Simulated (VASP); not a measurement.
**MgCd3Se4: relaxation of shape and atoms at fixed volume with PBE**

MgCd3Se4:

```xyz
8
Lattice="-3.0096 3.0096 6.0174 3.0096 -3.0096 6.0174 3.0096 3.0096 -6.0174" Properties=species:S:1:pos:R:3 pbc="T T T"
Mg    0.0000    0.0000    0.0000
Cd    3.0096    0.0000    3.0087
Cd    0.0000    3.0096    3.0087
Cd    0.0000    0.0000    6.0174
Se   -1.5420    1.5420    7.4876
Se    1.5420   -1.5420    7.4876
Se    1.4676    1.4676   -1.4702
Se    1.5420    1.5420    4.5472
```

- Program: VASP 6.6.1
- Task: relaxation of shape and atoms at fixed volume
- Functional: PBE
- Potentials or basis: VASP PAW PBE potentials, release 64 (Mg, Cd, Se)
- Cutoff: 600 eV
- k mesh: 6 × 6 × 6
- Occupations: gaussian, width 0.02 eV
- Spin: no spin polarisation
- Dipole correction: no
- Further INCAR settings: ALGO = Normal; EDIFF = 1e-07; IBRION = 2; EDIFFG = -0.01; NSW = 50; ISIF = 4

* Energy gained by relaxing: 0.1 meV/atom
* Ionic steps: 3
* Pressure after relaxing: 3.4 GPa
* Largest force after relaxing: 0.005 eV/Å
* Band gap on the k mesh: 1.16 eV

Forces in eV/Å, atoms in the order of the input:
```
Mg   0.000  0.000  0.000
Cd   0.000  0.000  0.000
Cd   0.000  0.000  0.000
Cd   0.000  0.000  0.000
Se   0.001 -0.001  0.005
Se  -0.001  0.001  0.005
Se   0.001  0.001 -0.005
Se  -0.001 -0.001 -0.005
```

Step by step:
| step | energy change (eV) | largest force (eV/Å) | pressure (GPa) | volume (Å³) |
| --- | --- | --- | --- | --- |
| 1 | 0.0000 | 0.0566 | 3.40 | 218.02 |
| 2 | -0.0005 | 0.0331 | 3.39 | 218.02 |
| 3 | -0.0007 | 0.0048 | 3.38 | 218.02 |

Final structure:
```cif
data_structure
_symmetry_space_group_name_H-M 'P 1'
_symmetry_Int_Tables_number 1
_cell_length_a 7.3704
_cell_length_b 7.3704
_cell_length_c 7.3704
_cell_angle_alpha 131.798
_cell_angle_beta 131.798
_cell_angle_gamma 70.549
_cell_volume 218.02
loop_
_atom_site_label
_atom_site_type_symbol
_atom_site_fract_x
_atom_site_fract_y
_atom_site_fract_z
_atom_site_occupancy
Mg1 Mg 0.00000 0.00000 0.00000 1
Cd1 Cd 0.25000 0.75000 0.50000 1
Cd2 Cd 0.75000 0.25000 0.50000 1
Cd3 Cd 0.50000 0.50000 0.00000 1
Se1 Se 0.87869 0.36498 0.00000 1
Se2 Se 0.36498 0.87869 0.00000 1
Se3 Se 0.12131 0.12131 0.48628 1
Se4 Se 0.63502 0.63502 0.51372 1
```

Levels at points of the mesh, in eV from the valence-band top:
| k point | band 29 | band 30 | band 31 | band 32 | band 33 | band 34 |
| --- | --- | --- | --- | --- | --- | --- |
| (0.00, 0.00, 0.00) | -0.02 | 0.00 | 0.00 | 1.16 | 3.25 | 3.84 |
| (0.50, 0.00, 0.00) | -1.22 | -0.78 | -0.57 | 3.79 | 3.84 | 4.68 |
| (0.50, 0.50, 0.00) | -0.66 | -0.54 | -0.48 | 2.62 | 2.94 | 4.09 |
| (0.50, 0.50, 0.50) | -1.06 | -0.81 | -0.81 | 3.24 | 3.24 | 3.41 |

Wall time 8.7 min on 1 thread of AMD EPYC 9R45 96-Core Processor (Zen 5) (shared host), peak memory 0.68 GiB.
